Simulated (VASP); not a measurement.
Runs of VASP 6.6.1 on AlP (pbe). The structure is that of space group F-43m (No. 216), or close to it. The cells are those of the table. 

```tsv
task	cell	k mesh	smearing	gap on the mesh (eV)	pressure (GPa)
relaxation of cell and atoms	relaxed from a = 3.864 Å, angles 60.0°, 2 atoms	8 × 8 × 8	gaussian 0.02 eV	1.63	0.0
single point	a = 3.894 Å, angles 60.0°, 2 atoms	8 × 8 × 8	gaussian 0.01 eV	1.63	-0.1
single point	a = 3.894 Å, angles 60.0°, 2 atoms	8 × 8 × 8	gaussian 0.02 eV	1.63	-0.1
single point	a = 3.864 Å, angles 60.0°, 2 atoms	6 × 6 × 6	gaussian 0.1 eV	1.58	(a)
```

Alike in all rows: level PBE; potentials or basis VASP PAW PBE potentials, release 64 (Al, P); no spin polarisation; cutoff (eV) 500.

Q: Estimate the missing entries.

A: (a) 2.0.

A k mesh can miss the band edges.
